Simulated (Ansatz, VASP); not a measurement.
One calculation of Ti5WN6, two programs

File INCAR:

```
SYSTEM = Ti5WN6
PREC = Accurate
ENCUT = 520
EDIFF = 1E-6
ISMEAR = 0
SIGMA = 0.1
LREAL = .FALSE.
LASPH = .TRUE.
NELM = 100
ALGO = Normal
ISIF = 2
LWAVE = .FALSE.
LCHARG = .FALSE.
GGA = PE
NBANDS = 64
```

KPOINTS

```
regular mesh
0
G
  6 6 2
  0 0 0
```

Contents of POSCAR:

```
Ti5WN6
1.0
    2.9971226000      0.0000000000      0.0000000000
   -1.4985613000      2.5955843000      0.0000000000
    0.0000000000      0.0000000000     14.9317810000
Ti W N
5 1 6
Direct
    0.6666667000      0.3333333000      0.6730170000
    0.3333333000      0.6666667000      0.3269830000
    0.6666667000      0.3333333000      0.1645830000
    0.0000000000      0.0000000000      0.0000000000
    0.3333333000      0.6666667000      0.8354170000
    0.0000000000      0.0000000000      0.5000000000
    0.3333333000      0.6666667000      0.5885240000
    0.6666667000      0.3333333000      0.4114760000
    0.0000000000      0.0000000000      0.2475420000
    0.3333333000      0.6666667000      0.0819880000
    0.6666667000      0.3333333000      0.9180120000
    0.0000000000      0.0000000000      0.7524580000
```

Input for Ansatz:

```yaml
crystal:
  lattice:
    - [2.9971226, 0.0, 0.0]
    - [-1.4985613, 2.5955843, 0.0]
    - [0.0, 0.0, 14.931781]
  atoms:
    - { symbol: Ti, position: [0.6666667, 0.3333333, 0.673017] }
    - { symbol: Ti, position: [0.3333333, 0.6666667, 0.326983] }
    - { symbol: Ti, position: [0.6666667, 0.3333333, 0.164583] }
    - { symbol: Ti, position: [0.0, 0.0, 0.0] }
    - { symbol: Ti, position: [0.3333333, 0.6666667, 0.835417] }
    - { symbol: W, position: [0.0, 0.0, 0.5] }
    - { symbol: "N", position: [0.3333333, 0.6666667, 0.588524] }
    - { symbol: "N", position: [0.6666667, 0.3333333, 0.411476] }
    - { symbol: "N", position: [0.0, 0.0, 0.247542] }
    - { symbol: "N", position: [0.3333333, 0.6666667, 0.081988] }
    - { symbol: "N", position: [0.6666667, 0.3333333, 0.918012] }
    - { symbol: "N", position: [0.0, 0.0, 0.752458] }
basis:
  ecutwfc: 420
kpoints:
  mp_grid: { grid: [6, 6, 2] }
hamiltonian:
  xc: pbe
scf:
  occupations: { method: gaussian, width: 0.1 }
  lower_state_search: "off"
output:
  forces: true
  stress: true
  eigenvalues: true
```

Alike in both runs: task single point; functional PBE; k mesh 6 × 6 × 2; occupations gaussian, width 0.1 eV; no spin polarisation.

|  | VASP | Ansatz |
| --- | --- | --- |
| version | VASP 6.6.1 | Ansatz 0.2.0 |
| potentials or method | VASP PAW PBE potentials, release 64 (Ti_sv, W_sv, N), cutoff 520 eV | scalar-relativistic, plane waves, PAW |
| valence electrons in the cell | 104 | 104 |

|  | VASP | Ansatz | Ansatz less VASP |
| --- | --- | --- | --- |
| gap on the k mesh at the Fermi level (eV) | none | none | - |
| pressure (GPa) | 0.6 | 0.0 | -0.60 |
| traceless stress, the component that is largest in VASP (GPa) | 1.09 | 1.11 | +0.016 |
| rms of the force components (eV/Å) | 0.058 | 0.056 | -0.0026 |

Atom by atom the forces differ by 0.006 eV/Å (rms over components). A gap of «none» marks a metal or a gap that the smearing closes. The functional is the same, so the differences come from potentials, cutoffs and numerics.

The k mesh is coarse, so the values compare programs but aren't converged. Spin-orbit coupling is off throughout.
